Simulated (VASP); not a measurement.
# TiN (Fm-3m) in VASP: single point with LDA

Aim: the single point of TiN with LDA.

Everything below comes from runs of VASP 6.6.1. Logs are shortened: lines on timing, memory, paths and dates and some standing lists are left out, and cuts for length are marked.

## (1) The cell of the first run

Symmetry: Fm-3m, No. 225, cubic system. Conventional cell: a = 4.238 Å, b = 4.238 Å, c = 4.238 Å, α = 90.00°, β = 90.00°, γ = 90.00°. Within 2.8 Å of Ti (site symmetry m-3m) lie 6 N at 2.12 Å. Within 2.8 Å of N (site symmetry m-3m) lie 6 Ti at 2.12 Å.

## (2) Single point, LDA

File INCAR:

```
SYSTEM = TiN
PREC     = Accurate       ! precision mode
ENCUT    = 1330           ! plane-wave cutoff, eV
EDIFF    = 1E-6           ! SCF threshold, eV
ISMEAR   = -1             ! smearing method
SIGMA    = 0.1            ! smearing width, eV
LREAL    = .False.        ! projectors in reciprocal space
LASPH    = .True.         ! aspherical terms in the spheres
NELM     = 120            ! most SCF steps
ALGO     = Normal         ! electronic algorithm
ISIF     = 2              ! what is computed and relaxed
LWAVE    = .False.        ! write WAVECAR
LCHARG   = .False.        ! write CHGCAR
NBANDS   = 16             ! bands
GGA_COMPAT= .False.
```

File KPOINTS:

```
Automatic mesh
0
Gamma
  7 7 7
  0 0 0
```

File POSCAR:

```
TiN
1.0
    0.0000000000      2.1190000000      2.1190000000
    2.1190000000      0.0000000000      2.1190000000
    2.1190000000      2.1190000000      0.0000000000
Ti N
1 1
Direct
    0.0000000000      0.0000000000      0.0000000000
    0.5000000000      0.5000000000      0.5000000000
```

Potentials or basis: VASP PAW LDA potentials, release 64 (Ti_sv, N_h).

Run with:

```sh
cat potpaw_LDA.64/Ti_sv/POTCAR potpaw_LDA.64/N_h/POTCAR > POTCAR
mpirun -np 1 vasp_std > vasp.out
```

OUTCAR:

```text
SYSTEM = TiN
   PREC = Accurate
   ENCUT = 1330
   EDIFF = 1E-6
   ISMEAR = -1
   LREAL = .False.
   LASPH = .True.
   NELM = 120
   ISIF = 2

 ion  position               nearest neighbor table
   1  0.000  0.000  0.000-   2 2.12   2 2.12   2 2.12   2 2.12   2 2.12   2 2.12
   2  0.500  0.500  0.500-   1 2.12   1 2.12   1 2.12   1 2.12   1 2.12   1 2.12

  LATTYP: Found a face centered cubic cell.
 ALAT       =     4.2380000000

  Lattice vectors:

 A1 = (   0.0000000000,   2.1190000000,   2.1190000000)
 A2 = (   2.1190000000,   0.0000000000,   2.1190000000)
 A3 = (   2.1190000000,   2.1190000000,   0.0000000000)

Analysis of symmetry for initial positions (statically):
=====================================================================
 Subroutine PRICEL returns:
 Original cell was already a primitive cell.

 Routine SETGRP: Setting up the symmetry group for a
 face centered cubic supercell.

 Subroutine GETGRP returns: Found 48 space group operations
 (whereof 48 operations were pure point group operations)
 out of a pool of 48 trial point group operations.

The static configuration has the point symmetry O_h .

Analysis of symmetry for dynamics (positions and initial velocities):
=====================================================================
 Subroutine PRICEL returns:
 Original cell was already a primitive cell.

 Routine SETGRP: Setting up the symmetry group for a
 face centered cubic supercell.

 Subroutine GETGRP returns: Found 48 space group operations
 (whereof 48 operations were pure point group operations)
 out of a pool of 48 trial point group operations.

The dynamic configuration has the point symmetry O_h .

 Subroutine INISYM returns: Found 48 space group operations
 (whereof 48 operations are pure point group operations),
 and found     1 'primitive' translations

----------------------------------------------------------------------------------------

                                     Primitive cell

  volume of cell :      19.0293

  direct lattice vectors                    reciprocal lattice vectors
     0.000000000  2.119000000  2.119000000    -0.235960359  0.235960359  0.235960359
     2.119000000  0.000000000  2.119000000     0.235960359 -0.235960359  0.235960359
     2.119000000  2.119000000  0.000000000     0.235960359  0.235960359 -0.235960359

  length of vectors
     2.996718539  2.996718539  2.996718539     0.408695330  0.408695330  0.408695330

[... 73 lines left out ...]
   ENCUT  = 1330.0 eV  97.75 Ry    9.89 a.u.   8.91  8.91  8.91*2*pi/ulx,y,z
   NELM   =    120;   NELMIN=  2; NELMDL= -5     # of ELM steps
   EDIFF  = 0.1E-05   stopping-criterion for ELM
   LREAL  =      F    real-space projection
   EDIFFG = 0.1E-04   stopping-criterion for IOM
   NSW    =      0    number of steps for IOM
   IBRION =     -1    ionic relax: 0-MD 1-quasi-New 2-CG
   NFREE  =      0    steps in history (QN), initial steepest desc. (CG)
   ISIF   =      2    stress and relaxation
   ISYM   =      2    0-nonsym 1-usesym 2-fastsym
   POTIM  = 0.5000    time-step for ionic-motion
   TEBEG  =    0.0;   TEEND  =   0.0 temperature during run
   PSTRESS=    0.0 pullay stress
   NELECT =      17.0000    total number of electrons
   NUPDOWN=      -1.0000    fix difference up-down
   EMIN   =  10.00;   EMAX   =-10.00  energy-range for DOS
   EFERMI =   0.00;   METHOD = LEGACY
   ISMEAR =    -1;   SIGMA  =   0.10  broadening in eV -4-tet -1-fermi 0-gaus
   EFERMI_NEDOS =   21; number of points for ismear=-14 and -15
   IALGO  =     38    algorithm
   IMIX   =      4    mixing-type and parameters
     AMIX     =   0.40;   BMIX     =  1.00
     AMIX_MAG =   1.60;   BMIX_MAG =  1.00
  volume/ion in A,a.u.               =       9.51        64.21
  Fermi-wavevector in a.u.,A,eV,Ry     =   1.576704  2.979539 33.824024  2.485996
  Thomas-Fermi vector in A             =   2.677497
   LORBIT       =      0    0 simple, 1 ext, 2 COOP (PROOUT), +10 PAW based schemes
   GGA     = CA    functional components
   LHFCALC =     F    Hartree Fock is set to
   AEXX    =    0.0000 exact exchange contribution
   IVDW    =     0    specifies the selected vdW correction
   LEPSILON=     F    determine dielectric tensor
   LRPA    =     F    only Hartree local field effects (RPA)
 non-spin polarized calculation
  energy-cutoff  :     1330.00
  volume of cell :       19.03
 maximum number of plane-waves:      2112
   NGX = 17   NGY = 17   NGZ = 17

 number of electron      17.0000000 magnetization

 Free energy of the ion-electron system (eV)
  ---------------------------------------------------
  ext. energy  EPLUGINS =         0.00000000
  ---------------------------------------------------
  free energy    TOTEN  =       -21.65671616 eV

  energy without entropy =      -21.62921295  energy(sigma->0) =      -21.64296456

 E-fermi :  11.5996     XC(G=0): -13.4036

 val. band max:       11.5512217065   @ k =  -0.4286   0.2857   0.0000
 cond. band min:      11.6591360727   @ k =   0.1429   0.0000   0.0000
 fundamental gap:      0.1079143662
 Fermi energy:        11.5996185655

 k-point     1 :       0.0000    0.0000    0.0000
  band No.  band energies     occupation
      1     -45.5441      2.00000
      2     -21.9001      2.00000
      3     -21.9001      2.00000
      4     -21.9001      2.00000
      5      -5.2689      2.00000
      6       9.5752      2.00000
[... 357 lines left out ...]
      3     -22.2947      2.00000
      4     -22.0912      2.00000
      5      -3.3230      2.00000
      6       5.6630      2.00000
[... 8 lines left out ...]
     15      23.3902      0.00000
     16      24.5872      0.00000

------------------------ aborting loop because EDIFF is reached ----------------------------------------

  FORCE on cell =-STRESS in cart. coord.  units (eV):
  Direction    XX          YY          ZZ          XY          YZ          ZX
  --------------------------------------------------------------------------------------
  -------------------------------------------------------------------------------------
  Total       -1.5082829     -1.5082829     -1.5082829      0.0000000     -0.0000000      0.0000000
  in kB     -126.9902942   -126.9902942   -126.9902942      0.0000000     -0.0000000      0.0000000
  external PRESSURE =    -126.9902942 kB  Pullay stress =       0.0000000 kB

 VOLUME and BASIS-vectors are now :
 -----------------------------------------------------------------------------
  energy-cutoff  :     1330.00
  volume of cell :       19.03
      direct lattice vectors                 reciprocal lattice vectors
     0.000000000  2.119000000  2.119000000    -0.235960359  0.235960359  0.235960359
     2.119000000  0.000000000  2.119000000     0.235960359 -0.235960359  0.235960359
     2.119000000  2.119000000  0.000000000     0.235960359  0.235960359 -0.235960359

 POSITION                                       TOTAL-FORCE (eV/Angst)
 -----------------------------------------------------------------------------------
      0.00000      0.00000      0.00000         0.000000      0.000000      0.000000
      2.11900      2.11900      2.11900        -0.000000     -0.000000     -0.000000
 -----------------------------------------------------------------------------------
    total drift:                                0.000000      0.000000      0.000000

  FREE ENERGIE OF THE ION-ELECTRON SYSTEM (eV)
  ---------------------------------------------------
  free  energy   TOTEN  =       -21.6567161594 eV

  energy  without entropy=      -21.6292129538  energy(sigma->0) =      -21.64296456
```

stdout:

```text
POSCAR found type information on POSCAR TiN
 POSCAR found :  2 types and       2 ions
 scaLAPACK will be used
 LDA part: xc-table for (Slater(with rela. corr.)+CA(PZ))
 , standard interpolation
 POSCAR, INCAR and KPOINTS ok, starting setup
 FFT: planning ... GRIDC
 FFT: planning ... GRID_SOFT
 FFT: planning ... GRID
 WAVECAR not read
 entering main loop
```

Wall time 24 s (1 thread of Intel Xeon Platinum 8375C at 2.90GHz (Ice Lake), shared host); peak memory 0.19 GiB.

Results:

```yaml
Free_energy: -21.6567 eV
Pressure: -12.7 GPa
Band_gap_on_the_k_mesh: zero (an odd number of electrons rules out a gap without spin polarisation)
```

Caveat: the k points lie up to 0.37 Å⁻¹ apart, too coarse for converged energies and pressures of a metal.

The gap in the log of VASP goes by the Fermi energy; the results here count the filled bands.